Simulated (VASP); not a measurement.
Input of a VASP 6.6.1 run:

INCAR

```
SYSTEM = HfC
PREC = Accurate
ENCUT = 520
EDIFF = 1E-7
ISMEAR = 0
SIGMA = 0.05
LREAL = .False.
LASPH = .True.
NELM = 80
ALGO = Normal
ISIF = 2
LWAVE = .False.
LCHARG = .False.
GGA = PE
NBANDS = 22
```

The input KPOINTS:

```
regular mesh
0
Gamma
  12 12 6
  0 0 0
```

POSCAR

```
HfC
1.0
    3.9898214142      0.0000000000      0.0000000000
   -1.9949107071      3.4552867012      0.0000000000
    0.0000000000      0.0000000000      4.7592585345
Hf C
2 2
Direct
    0.6666666667      0.3333333333      0.0688353653
    0.3333333333      0.6666666667      0.5688353653
    0.6666666667      0.3333333333      0.5563646347
    0.3333333333      0.6666666667      0.0563646347
```

Potentials or basis: VASP PAW PBE potentials, release 64 (Hf_pv, C).

Run with:

```console
$ cat potpaw_PBE.64/Hf_pv/POTCAR potpaw_PBE.64/C/POTCAR > POTCAR
$ mpirun -np 1 vasp_std > vasp.out
```

(1) Predict the largest force.

(2) Estimate the band gap on the k mesh.

(3) Predict the pressure.

## Answers

(1) 0.003 eV/Å.

(2) zero (band 14 reaches 4.93 eV, above the bottom of band 15 at 3.86 eV).

(3) -14.9 GPa.

Caveat: spin-orbit coupling is left out, which moves the levels of the heavy elements.
